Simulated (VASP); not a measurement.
Here is a VASP 6.6.1 calculation.

The input INCAR:

```
PREC = Accurate ; ENCUT = 500
EDIFF = 1E-7 ; ISMEAR = -1
SIGMA = 0.1 ; LREAL = False
LASPH = True ; NELM = 120
ALGO = Normal ; ISIF = 3
LWAVE = False ; LCHARG = False
IBRION = 2 ; NSW = 80
EDIFFG = -0.05 ; GGA_COMPAT = False
NELMIN = 4
```

Contents of KPOINTS:

```
Automatic mesh
0
Gamma
  11 11 9
```

The input POSCAR:

```
TiB2
1.0
    3.0292000000      0.0000000000      0.0000000000
   -1.5146000000      2.6233640000      0.0000000000
    0.0000000000      0.0000000000      3.2284000000
Ti B
1 2
Direct
    0.0000000000      0.0000000000      0.0000000000
    0.3333333333      0.6666666667      0.5000000000
    0.6666666667      0.3333333333      0.5000000000
```

Potentials or basis: VASP PAW LDA potentials, release 64 (Ti_sv, B).

Command:

```bash
$ cat potpaw_LDA.64/Ti_sv/POTCAR potpaw_LDA.64/B/POTCAR > POTCAR
$ mpirun -np 1 vasp_std > vasp.out
```

Problem. Predict the relaxed volume.

Solution. 8.19 Å³/atom.

Problem. Predict the band gap on the k mesh.

Solution. Zero (bands 9 and 10 overlap by 0.51 eV).

Final structure:
```
Ti B
1.0
     2.99513    0.00000    0.00000
    -1.49757    2.59386    0.00000
     0.00000    0.00000    3.16186
Ti B
1 2
Direct
  0.00000 0.00000 0.00000
  0.33333 0.66667 0.50000
  0.66667 0.33333 0.50000
```

LDA usually gives volumes a few per cent too small. Zero-point motion and thermal expansion aren't in these numbers.
